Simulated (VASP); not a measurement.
Runs of VASP 6.6.1 on ZrB. The structure is that of space group Fmmm (No. 69), or close to it. The cells are those of the table. 

| cell | gap on the mesh (eV) | pressure (GPa) |
| --- | --- | --- |
| a = 3.354, b = 3.234, c = 3.298 Å, angles 61.8, 58.2, 60.1°, 2 atoms | none | 25.4 |
| a = 3.233, b = 3.109, c = 3.298 Å, angles 60.5, 56.8, 62.6°, 2 atoms | none | 49.7 |
| a = 3.293, b = 3.211, c = 3.337 Å, angles 60.3, 57.9, 61.7°, 2 atoms | none | 29.3 |
| a = 3.479, b = 3.440, c = 3.376 Å, angles 61.4, 60.2, 58.4°, 2 atoms | none | (b) |
| a = 3.354, b = 3.436, c = 3.497 Å, angles 57.9, 60.2, 62.0°, 2 atoms | none | (a) |
| a = 3.543, b = 3.467, c = 3.337 Å, angles 62.7, 60.4, 56.8°, 2 atoms | none | -0.8 |

Alike in all rows: task single point; level LDA; potentials or basis VASP PAW LDA potentials, release 64 (Zr_sv, B); no spin polarisation; k mesh 16 × 16 × 16; cutoff (eV) 520; smearing gaussian 0.15 eV.

Task: Fill in the values left out.

Result: (a) 0.3; (b) -1.1.

A k mesh can miss the band edges, and the runs leave out spin-orbit coupling on Zr.

A gap of «none» marks levels without a gap at the run's occupations.
